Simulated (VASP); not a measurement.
Wanted: the native input for a VASP 6.6.1 run.

```yaml
Task: relaxation of cell and atoms
Functional: PBEsol
Potentials_or_basis: VASP PAW PBE potentials, release 64 (Al)
Cutoff: 600 eV
k_mesh: 18 × 18 × 18
Occupations: fermi-dirac, width 0.1 eV
Spin: no spin polarisation
Dipole_correction: no
Further_INCAR_settings: ALGO = Normal; EDIFF = 1e-06; IBRION = 2; EDIFFG = -0.02; NSW = 80; ISIF = 3
```

The structure of Al lies in POSCAR:

```
Al
1.0
    0.0000000000      2.0248100000      2.0248100000
    2.0248100000      0.0000000000      2.0248100000
    2.0248100000      2.0248100000      0.0000000000
Al
1
Direct
    0.0000000000      0.0000000000      0.0000000000
```

One way to write it, as run:

INCAR

```
SYSTEM = Al
PREC = Accurate
ENCUT = 600
EDIFF = 1E-6
ISMEAR = -1
SIGMA = 0.1
LREAL = .False.
LASPH = .True.
NELM = 60
ALGO = Normal
ISIF = 3
LWAVE = .False.
LCHARG = .False.
GGA = PS
IBRION = 2
NSW = 80
EDIFFG = -0.02
```

KPOINTS

```
Automatic mesh
0
Gamma
  18 18 18
  0 0 0
```

Potentials or basis: VASP PAW PBE potentials, release 64 (Al).

The run is started by

```bash
$ cat potpaw_PBE.64/Al/POTCAR > POTCAR
$ mpirun -np 1 vasp_std > vasp.out
```

It gave:

The relaxed volume is 16.20 Å³/atom. The relaxed cell is a = 2.840 Å, b = 2.840 Å, c = 2.840 Å, α = 60.00°, β = 60.00°, γ = 60.00°. The space group after relaxing (to 0.1 Å) is Fm-3m (No. 225). The energy gained by relaxing is 2.5 meV/atom, the ionic steps are 3 and the pressure after relaxing is 0.0 GPa. The band gap on the k mesh is zero (an odd number of electrons rules out a gap without spin polarisation).

Caveat: the PAW data sets were made with another functional, which shifts forces and pressure a little.

Wall time 45 s on 1 thread of AMD EPYC 7R13 (shared host), peak memory 0.12 GiB.
